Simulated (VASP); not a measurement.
# BaF2 (Fm-3m) in VASP: further runs

Runs on BaF2. Level: LDA. Tasks: single point, relaxation of cell and atoms.

Everything below comes from runs of VASP 6.6.1. Logs are shortened: lines on timing, memory, paths and dates and some standing lists are left out, and cuts for length are marked.

**1. The cell of the first run**

Symmetry: Fm-3m, No. 225, cubic system. The conventional cell has a = 6.045 Å, b = 6.045 Å, c = 6.045 Å, α = 90.00°, β = 90.00°, γ = 90.00°. Ba (site symmetry m-3m) has 8 F at 2.62 Å within 3.5 Å. F (site symmetry -43m) has 4 Ba at 2.62 Å and 6 F at 3.02 Å within 3.5 Å.

**2. Single point, LDA**

The input, INCAR:

```
  ALGO = Normal
  EDIFF = 1E-6
  ENCUT = 600
  GGA = CA
  GGA_COMPAT = False
  ISIF = 2
  ISMEAR = 0
  LASPH = True
  LCHARG = True
  LELF = True
  LREAL = False
  LVHAR = True
  LWAVE = False
  NBANDS = 19
  NELM = 120
  PREC = Accurate
  SIGMA = 0.02
```

The input, KPOINTS:

```
k-points
0
Gamma
  6 6 6
```

The input, POSCAR:

```
BaF2
1.0
    0.0000000000      3.0224572772      3.0224572772
    3.0224572772      0.0000000000      3.0224572772
    3.0224572772      3.0224572772      0.0000000000
Ba F
1 2
Direct
    0.0000000000      0.0000000000      0.0000000000
    0.2500000000      0.2500000000      0.2500000000
    0.7500000000      0.7500000000      0.7500000000
```

Potentials or basis: VASP PAW LDA potentials, release 64 (Ba_sv, F).

Started as:

```
$ cat potpaw_LDA.64/Ba_sv/POTCAR potpaw_LDA.64/F/POTCAR > POTCAR
$ mpirun -np 1 vasp_std > vasp.out
```

OUTCAR:

```text
EDIFF = 1E-6
   ENCUT = 600
   GGA = CA
   ISIF = 2
   ISMEAR = 0
   LASPH = True
   LREAL = False
   NELM = 120
   PREC = Accurate

 ion  position               nearest neighbor table
   1  0.000  0.000  0.000-   3 2.62   3 2.62   3 2.62   2 2.62   3 2.62   2 2.62   2 2.62   2 2.62

   2  0.250  0.250  0.250-   1 2.62   1 2.62   1 2.62   1 2.62
   3  0.750  0.750  0.750-   1 2.62   1 2.62   1 2.62   1 2.62

  LATTYP: Found a face centered cubic cell.
 ALAT       =     6.0449145544

  Lattice vectors:

 A1 = (   0.0000000000,   3.0224572772,   3.0224572772)
 A2 = (   3.0224572772,   0.0000000000,   3.0224572772)
 A3 = (   3.0224572772,   3.0224572772,   0.0000000000)

Analysis of symmetry for initial positions (statically):
=====================================================================
 Subroutine PRICEL returns:
 Original cell was already a primitive cell.

 Routine SETGRP: Setting up the symmetry group for a
 face centered cubic supercell.

 Subroutine GETGRP returns: Found 48 space group operations
 (whereof 48 operations were pure point group operations)
 out of a pool of 48 trial point group operations.

The static configuration has the point symmetry O_h .

Analysis of symmetry for dynamics (positions and initial velocities):
=====================================================================
 Subroutine PRICEL returns:
 Original cell was already a primitive cell.

 Routine SETGRP: Setting up the symmetry group for a
 face centered cubic supercell.

 Subroutine GETGRP returns: Found 48 space group operations
 (whereof 48 operations were pure point group operations)
 out of a pool of 48 trial point group operations.

The dynamic configuration has the point symmetry O_h .

 Subroutine INISYM returns: Found 48 space group operations
 (whereof 48 operations are pure point group operations),
 and found     1 'primitive' translations

----------------------------------------------------------------------------------------

                                     Primitive cell

  volume of cell :      55.2218

  direct lattice vectors                    reciprocal lattice vectors
     0.000000000  3.022457277  3.022457277    -0.165428310  0.165428310  0.165428310
     3.022457277  0.000000000  3.022457277     0.165428310 -0.165428310  0.165428310
     3.022457277  3.022457277  0.000000000     0.165428310  0.165428310 -0.165428310

  length of vectors
     4.274400073  4.274400073  4.274400073     0.286530238  0.286530238  0.286530238

  position of ions in fractional coordinates (direct lattice)
     0.000000000  0.000000000  0.000000000
     0.250000000  0.250000000  0.250000000
     0.750000000  0.750000000  0.750000000

  ion indices of the primitive-cell ions
   primitive index   ion index
                 1           1
                 2           2
                 3           3

----------------------------------------------------------------------------------------

 KPOINTS: k-points

Automatic generation of k-mesh.
 Grid dimensions read from file:
 generate k-points for:    6    6    6

 Generating k-lattice:

  Cartesian coordinates                     Fractional coordinates (reciprocal lattice)
    -0.027571385  0.027571385  0.027571385     0.166666667  0.000000000  0.000000000
     0.027571385 -0.027571385  0.027571385     0.000000000  0.166666667  0.000000000
     0.027571385  0.027571385 -0.027571385     0.000000000  0.000000000  0.166666667

  Length of vectors
     0.047755040  0.047755040  0.047755040

  Shift w.r.t. Gamma in fractional coordinates (k-lattice)
     0.000000000  0.000000000  0.000000000

 Subroutine IBZKPT returns following result:
 ===========================================

 Found     16 irreducible k-points:

 Following reciprocal coordinates:
            Coordinates               Weight
  0.000000  0.000000  0.000000      1.000000
  0.166667  0.000000  0.000000      8.000000
  0.333333  0.000000  0.000000      8.000000
  0.500000  0.000000  0.000000      4.000000
  0.166667  0.166667  0.000000      6.000000
  0.333333  0.166667  0.000000     24.000000
[... 8 lines left out ...]
 -0.333333  0.333333  0.166667     24.000000
 -0.333333  0.500000  0.166667     12.000000
   k-points           NKPTS =     16   k-points in BZ     NKDIM =     16   number of bands    NBANDS=     19
   number of dos      NEDOS =    301   number of ions     NIONS =      3
   total plane-waves  NPLWV =  46656
   dimension x,y,z NGX =    36 NGY =   36 NGZ =   36
   dimension x,y,z NGXF=    72 NGYF=   72 NGZF=   72
   ions per type =               1   2
   NGX,Y,Z   is equivalent  to a cutoff of  14.00, 14.00, 14.00 a.u.
   NGXF,Y,Z  is equivalent  to a cutoff of  28.00, 28.00, 28.00 a.u.
 SYSTEM =  unknown system
   PREC   = accura    normal or accurate (medium, high low for compatibility)
   ISTART =      0    job   : 0-new  1-cont  2-samecut
   ICHARG =      2    charge: 1-file 2-atom 10-const
   ISPIN  =      1    spin polarized calculation?
   LNONCOLLINEAR =      F non collinear calculations
   LSORBIT =      F    spin-orbit coupling
   LASPH  =      T    aspherical Exc in radial PAW
   ENCUT  =  600.0 eV  44.10 Ry    6.64 a.u.   8.54  8.54  8.54*2*pi/ulx,y,z
   NELM   =    120;   NELMIN=  2; NELMDL= -5     # of ELM steps
   EDIFF  = 0.1E-05   stopping-criterion for ELM
   LREAL  =      F    real-space projection
   EDIFFG = 0.1E-04   stopping-criterion for IOM
   NSW    =      0    number of steps for IOM
   IBRION =     -1    ionic relax: 0-MD 1-quasi-New 2-CG
   NFREE  =      0    steps in history (QN), initial steepest desc. (CG)
   ISIF   =      2    stress and relaxation
   ISYM   =      2    0-nonsym 1-usesym 2-fastsym
   POTIM  = 0.5000    time-step for ionic-motion
   TEBEG  =    0.0;   TEEND  =   0.0 temperature during run
   PSTRESS=    0.0 pullay stress
   NELECT =      24.0000    total number of electrons
   NUPDOWN=      -1.0000    fix difference up-down
   EMIN   =  10.00;   EMAX   =-10.00  energy-range for DOS
   EFERMI =   0.00;   METHOD = LEGACY
   ISMEAR =     0;   SIGMA  =   0.02  broadening in eV -4-tet -1-fermi 0-gaus
   EFERMI_NEDOS =   21; number of points for ismear=-14 and -15
   IALGO  =     38    algorithm
   IMIX   =      4    mixing-type and parameters
     AMIX     =   0.40;   BMIX     =  1.00
     AMIX_MAG =   1.60;   BMIX_MAG =  1.00
  volume/ion in A,a.u.               =      18.41       124.22
  Fermi-wavevector in a.u.,A,eV,Ry     =   1.240057  2.343368 20.922250  1.537742
  Thomas-Fermi vector in A             =   2.374514
   LORBIT       =      0    0 simple, 1 ext, 2 COOP (PROOUT), +10 PAW based schemes
   GGA     = CA    functional components
   LHFCALC =     F    Hartree Fock is set to
   AEXX    =    0.0000 exact exchange contribution
   IVDW    =     0    specifies the selected vdW correction
   LEPSILON=     F    determine dielectric tensor
   LRPA    =     F    only Hartree local field effects (RPA)
 non-spin polarized calculation
 Gauss-broadening in eV      SIGMA  =   0.02
  energy-cutoff  :      600.00
  volume of cell :       55.22
 maximum number of plane-waves:      1868
 NGX is ok and might be reduce to    36
   NGX = 17   NGY = 17   NGZ = 17

 number of electron      23.9999993 magnetization

 Free energy of the ion-electron system (eV)
  ---------------------------------------------------
  ext. energy  EPLUGINS =         0.00000000
  ---------------------------------------------------
  free energy    TOTEN  =       -18.62205307 eV

  energy without entropy =      -18.62205307  energy(sigma->0) =      -18.62205307

 E-fermi :  -2.0014     XC(G=0):  -9.6870

 val. band max:       -2.1511123465   @ k =  -0.1667   0.1667   0.0000
 cond. band min:       4.5753098875   @ k =   0.0000   0.0000   0.0000
 fundamental gap:      6.7264222339
 Fermi energy:        -2.0013803337

 k-point     1 :       0.0000    0.0000    0.0000
  band No.  band energies     occupation
      1     -24.9039      2.00000
      2     -20.7596      2.00000
      3     -20.5989      2.00000
      4      -9.6359      2.00000
      5      -9.6359      2.00000
      6      -9.6359      2.00000
[... 11 lines left out ...]
     18       9.8054      0.00000
     19      13.4302      0.00000

 k-point     2 :       0.1667    0.0000    0.0000
  band No.  band energies     occupation
      1     -24.8278      2.00000
      2     -20.7976      2.00000
      3     -20.6956      2.00000
      4      -9.7046      2.00000
      5      -9.6973      2.00000
      6      -9.6973      2.00000
[... 11 lines left out ...]
     18       9.8270      0.00000
     19      12.3840      0.00000

 k-point     3 :       0.3333    0.0000    0.0000
  band No.  band energies     occupation
      1     -24.6621      2.00000
      2     -20.9710      2.00000
      3     -20.8058      2.00000
      4      -9.8128      2.00000
      5      -9.8128      2.00000
      6      -9.8128      2.00000
[... 11 lines left out ...]
     18       9.9143      0.00000
     19      11.6820      0.00000

 k-point     4 :       0.5000    0.0000    0.0000
  band No.  band energies     occupation
      1     -24.5710      2.00000
      2     -21.0925      2.00000
      3     -20.8346      2.00000
      4      -9.8674      2.00000
      5      -9.8674      2.00000
      6      -9.8554      2.00000
[... 231 lines left out ...]
     18      10.8244      0.00000
     19      12.6890      0.00000

 k-point    15 :      -0.3333    0.3333    0.1667
  band No.  band energies     occupation
      1     -24.4801      2.00000
      2     -21.0701      2.00000
      3     -21.0045      2.00000
      4     -10.1455      2.00000
      5      -9.8103      2.00000
      6      -9.8078      2.00000
[... 11 lines left out ...]
     18      11.6312      0.00000
     19      12.4341      0.00000

 k-point    16 :      -0.3333    0.5000    0.1667
  band No.  band energies     occupation
      1     -24.4481      2.00000
      2     -21.1283      2.00000
      3     -20.9952      2.00000
      4     -10.2253      2.00000
      5      -9.9970      2.00000
      6      -9.5822      2.00000
[... 11 lines left out ...]
     18      12.8272      0.00000
     19      13.1450      0.00000

------------------------ aborting loop because EDIFF is reached ----------------------------------------

  FORCE on cell =-STRESS in cart. coord.  units (eV):
  Direction    XX          YY          ZZ          XY          YZ          ZX
  --------------------------------------------------------------------------------------
  -------------------------------------------------------------------------------------
  Total        0.5410614      0.5410614      0.5410614      0.0000000      0.0000000      0.0000000
  in kB       15.6980831     15.6980831     15.6980831      0.0000000      0.0000000      0.0000000
  external PRESSURE =      15.6980831 kB  Pullay stress =       0.0000000 kB

 VOLUME and BASIS-vectors are now :
 -----------------------------------------------------------------------------
  energy-cutoff  :      600.00
  volume of cell :       55.22
      direct lattice vectors                 reciprocal lattice vectors
     0.000000000  3.022457277  3.022457277    -0.165428310  0.165428310  0.165428310
     3.022457277  0.000000000  3.022457277     0.165428310 -0.165428310  0.165428310
     3.022457277  3.022457277  0.000000000     0.165428310  0.165428310 -0.165428310

 POSITION                                       TOTAL-FORCE (eV/Angst)
 -----------------------------------------------------------------------------------
      0.00000      0.00000      0.00000        -0.000000     -0.000000     -0.000000
      1.51123      1.51123      1.51123         0.000000      0.000000      0.000000
      4.53369      4.53369      4.53369        -0.000000     -0.000000     -0.000000
 -----------------------------------------------------------------------------------
    total drift:                                0.000000      0.000000      0.000000

  FREE ENERGIE OF THE ION-ELECTRON SYSTEM (eV)
  ---------------------------------------------------
  free  energy   TOTEN  =       -18.6220530651 eV

  energy  without entropy=      -18.6220530651  energy(sigma->0) =      -18.62205307
```

Wall time 24 s (1 thread of Intel Xeon Platinum 8259CL at 2.50GHz (Skylake/Cascade Lake), shared host); peak memory 0.17 GiB.

What came out:

- Free energy: -18.6221 eV
- Pressure: 1.6 GPa
- Band gap on the k mesh: 6.73 eV, indirect (least direct gap 6.83 eV)

Caveat: spin-orbit coupling is left out, which moves the levels of the heavy elements. As with any semilocal functional, this LDA gap is likely too small.

**3. Relaxation of cell and atoms, LDA**

This run uses another cell than the first one, of 19.86 Å³/atom, 1.079 times its volume.

The input, INCAR:

```
ALGO = Normal ; EDIFF = 1E-7
EDIFFG = -0.005 ; ENCUT = 600
GGA = CA ; GGA_COMPAT = F
IBRION = 2 ; ISIF = 3
ISMEAR = 0 ; LASPH = T
LCHARG = F ; LREAL = F
LWAVE = F ; NELM = 120
NELMIN = 4 ; NSW = 100
PREC = Accurate ; SIGMA = 0.02
```

KPOINTS is that of step 2.

The input, POSCAR:

```
BaF2
1.0
    0.0000000000      3.1000500000      3.1000500000
    3.1000500000      0.0000000000      3.1000500000
    3.1000500000      3.1000500000      0.0000000000
Ba F
1 2
Direct
    0.0000000000      0.0000000000      0.0000000000
    0.2500000000      0.2500000000      0.2500000000
    0.7500000000      0.7500000000      0.7500000000
```

Potentials or basis: VASP PAW LDA potentials, release 64 (Ba_sv, F).

Started as:

```
$ cat potpaw_LDA.64/Ba_sv/POTCAR potpaw_LDA.64/F/POTCAR > POTCAR
$ mpirun -np 1 vasp_std > vasp.out
```

OUTCAR:

```text
EDIFF = 1E-7
   EDIFFG = -0.005
   ENCUT = 600
   GGA = CA
   IBRION = 2
   ISIF = 3
   ISMEAR = 0
   LASPH = T
   LREAL = F
   NELM = 120
   NELMIN = 4
   NSW = 100
   PREC = Accurate

 ion  position               nearest neighbor table
   1  0.000  0.000  0.000-   3 2.68   3 2.68   2 2.68   3 2.68   2 2.68   2 2.68   3 2.68   2 2.68

   2  0.250  0.250  0.250-   1 2.68   1 2.68   1 2.68   1 2.68
   3  0.750  0.750  0.750-   1 2.68   1 2.68   1 2.68   1 2.68

  LATTYP: Found a face centered cubic cell.
 ALAT       =     6.2001000000

  Lattice vectors:

 A1 = (   0.0000000000,   3.1000500000,   3.1000500000)
 A2 = (   3.1000500000,   0.0000000000,   3.1000500000)
 A3 = (   3.1000500000,   3.1000500000,   0.0000000000)

Analysis of symmetry for initial positions (statically):
=====================================================================
 Subroutine PRICEL returns:
 Original cell was already a primitive cell.

 Routine SETGRP: Setting up the symmetry group for a
 face centered cubic supercell.

 Subroutine GETGRP returns: Found 48 space group operations
 (whereof 48 operations were pure point group operations)
 out of a pool of 48 trial point group operations.
[... 144 lines left out ...]
 maximum number of plane-waves:      2012
   NGX = 17   NGY = 17   NGZ = 17

--------------------------------------- Ionic step        1  -------------------------------------------

 number of electron      24.0000002 magnetization

 Free energy of the ion-electron system (eV)
  ---------------------------------------------------
  ext. energy  EPLUGINS =         0.00000000
  ---------------------------------------------------
  free energy    TOTEN  =       -18.59925029 eV

  energy without entropy =      -18.59925029  energy(sigma->0) =      -18.59925029

------------------------ aborting loop because EDIFF is reached ----------------------------------------

  FORCE on cell =-STRESS in cart. coord.  units (eV):
  Direction    XX          YY          ZZ          XY          YZ          ZX
  --------------------------------------------------------------------------------------
  -------------------------------------------------------------------------------------
  Total       -1.2853294     -1.2853294     -1.2853294      0.0000000     -0.0000000      0.0000000
  in kB      -34.5612107    -34.5612107    -34.5612107      0.0000000     -0.0000000      0.0000000
  external PRESSURE =     -34.5612107 kB  Pullay stress =       0.0000000 kB
[... 61 lines left out ...]
--------------------------------------- Ionic step        3  -------------------------------------------

 number of electron      23.9999989 magnetization

 Free energy of the ion-electron system (eV)
  ---------------------------------------------------
  ext. energy  EPLUGINS =         0.00000000
  ---------------------------------------------------
  free energy    TOTEN  =       -18.63620835 eV

  energy without entropy =      -18.63620835  energy(sigma->0) =      -18.63620835

 E-fermi :  -2.1057     XC(G=0):  -9.5930

 val. band max:       -2.2438995559   @ k =  -0.1667   0.1667   0.0000
 cond. band min:       4.3984947814   @ k =   0.0000   0.0000   0.0000
 fundamental gap:      6.6423943373
 Fermi energy:        -2.1056813420

 k-point     1 :       0.0000    0.0000    0.0000
  band No.  band energies     occupation
      1     -25.0252      2.00000
      2     -20.8159      2.00000
      3     -20.6965      2.00000
      4      -9.7994      2.00000
      5      -9.7994      2.00000
      6      -9.7994      2.00000
[... 323 lines left out ...]
  FREE ENERGIE OF THE ION-ELECTRON SYSTEM (eV)
  ---------------------------------------------------
  free  energy   TOTEN  =       -18.6362083473 eV

  energy  without entropy=      -18.6362083473  energy(sigma->0) =      -18.63620835

 reached required accuracy - stopping structural energy minimisation
```

OSZICAR:

```text
N       E                     dE             d eps       ncg     rms          rms(c)
DAV:   1     0.166209627972E+03    0.16621E+03   -0.14462E+04   512   0.159E+03
DAV:   2    -0.132774993289E+02   -0.17949E+03   -0.17515E+03   672   0.305E+02
DAV:   3    -0.201847656693E+02   -0.69073E+01   -0.69008E+01   664   0.681E+01
[... 27 lines left out ...]
DAV:   4    -0.186361996860E+02    0.19385E-03   -0.10890E-03   752   0.224E-01    0.249E-02
DAV:   5    -0.186362022926E+02   -0.26067E-05   -0.32989E-05   520   0.469E-02    0.151E-02
DAV:   6    -0.186362087269E+02   -0.64343E-05   -0.12444E-05   648   0.306E-02    0.721E-03
DAV:   7    -0.186362083374E+02    0.38959E-06   -0.25818E-06   544   0.128E-02    0.165E-03
DAV:   8    -0.186362083473E+02   -0.99494E-08   -0.10941E-07   472   0.292E-03
   3 F= -.18636208E+02 E0= -.18636208E+02  d E =-.369581E-01
```

Run time: 43 s. Hardware: 1 thread of Intel Xeon Platinum 8259CL at 2.50GHz (Skylake/Cascade Lake), shared host; peak memory 0.18 GiB.

Results:

| Quantity | Value |
| --- | --- |
| Free energy | -18.6362 eV |
| Relaxed volume | 18.78 Å³/atom |
| Relaxed cell | a = 4.303 Å, b = 4.303 Å, c = 4.303 Å, α = 60.00°, β = 60.00°, γ = 60.00° |
| Space group after relaxing (to 0.05 Å) | Fm-3m (No. 225) |
| Energy gained by relaxing | 12.3 meV/atom |
| Ionic steps | 3 |
| Pressure after relaxing | 0.0 GPa |
| Band gap on the k mesh | 6.64 eV, indirect (least direct gap 6.74 eV) |

Step by step:
```
step  energy change (eV)  largest force (eV/Å)  pressure (GPa)  volume (Å³)
   1              0.0000                0.0000           -3.46        59.58
   2             -0.0364                0.0000            0.48        55.97
   3             -0.0370                0.0000            0.01        56.34
```

Final structure:
```yaml
crystal:
  lattice:
    - [0.00000, 3.04271, 3.04271]
    - [3.04271, 0.00000, 3.04271]
    - [3.04271, 3.04271, 0.00000]
  atoms:
    - { symbol: Ba, position: [0.00000, 0.00000, 0.00000] }
    - { symbol: F, position: [0.25000, 0.25000, 0.25000] }
    - { symbol: F, position: [0.75000, 0.75000, 0.75000] }
```

Levels at points of the mesh, in eV from the valence-band top:
```
           k point  band 10  band 11  band 12  band 13  band 14  band 15
(0.00, 0.00, 0.00)    -0.10    -0.10    -0.10     6.64     9.29     9.29
(0.50, 0.00, 0.00)    -0.34    -0.15    -0.15     9.29     9.29     9.30
(0.50, 0.50, 0.00)    -0.27    -0.27    -0.18     7.10     9.18    11.01
```

Caveat: spin-orbit coupling is left out, which moves the levels of the heavy elements. LDA usually gives volumes a few per cent too small.
